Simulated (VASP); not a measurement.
A run of VASP 6.6.1 is set up as follows.

INCAR

```
PREC = Accurate
ENCUT = 520
EDIFF = 1E-6
ISMEAR = 1
SIGMA = 0.1
LREAL = False
LASPH = True
NELM = 60
ALGO = Normal
ISIF = 2
LWAVE = False
LCHARG = False
GGA = PS
NBANDS = 18
```

File KPOINTS:

```
Automatic mesh
0
Gamma
  9 9 9
```

POSCAR

```
ZnAg
1.0
    3.1560000000      0.0000000000      0.0000000000
    0.0000000000      3.1560000000      0.0000000000
    0.0000000000      0.0000000000      3.1560000000
Zn Ag
1 1
Direct
    0.5000000000      0.5000000000      0.5000000000
    0.0000000000      0.0000000000      0.0000000000
```

Potentials or basis: VASP PAW PBE potentials, release 64 (Zn, Ag).

Launch:

```console
$ cat potpaw_PBE.64/Zn/POTCAR potpaw_PBE.64/Ag/POTCAR > POTCAR
$ mpirun -np 1 vasp_std > vasp.out
```

(1) Predict the pressure.

Answers

(1) -3.6 GPa.

Caveat: the PAW data sets were made with another functional, which shifts forces and pressure a little.
